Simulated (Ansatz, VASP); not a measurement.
# KI in VASP and in Ansatz

```xyz
2
Lattice="0.0000 3.5246 3.2426 3.5246 0.0000 3.2426 3.5246 3.5246 0.0000" Properties=species:S:1:pos:R:3 pbc="T T T"
K     0.0000    0.0000    0.0000
I     3.5246    3.5246    3.2426
```

Change from the starting cell: strain +0.000 along x and y, -0.080 along z, atoms carried along.

Alike in both runs: task single point; functional r2SCAN; k mesh 6 × 6 × 6; occupations gaussian, width 0.05 eV; no spin polarisation.

```csv
,VASP,Ansatz
version,VASP 6.6.1,Ansatz 0.2.0
potentials or method,"VASP PAW PBE potentials, release 64 (K_sv, I), cutoff 520 eV","scalar-relativistic, plane waves, PAW"
valence electrons in the cell,16,26
```

```tsv
	VASP	Ansatz	Ansatz less VASP
gap on the k mesh at the Fermi level (eV)	4.76	4.77	+0.003
least direct gap on the mesh (eV)	4.76	4.77	+0.003
pressure (GPa)	2.0	2.0	-0.02
traceless stress, the component that is largest in VASP (GPa)	2.94	2.91	-0.027
```

VASP's potentials were made for PBE, not for r2SCAN. VASP's potentials hold 16 valence electrons a cell and Ansatz's 26, so a difference there can come from the potentials and not from the codes.

Spin-orbit coupling is off throughout.
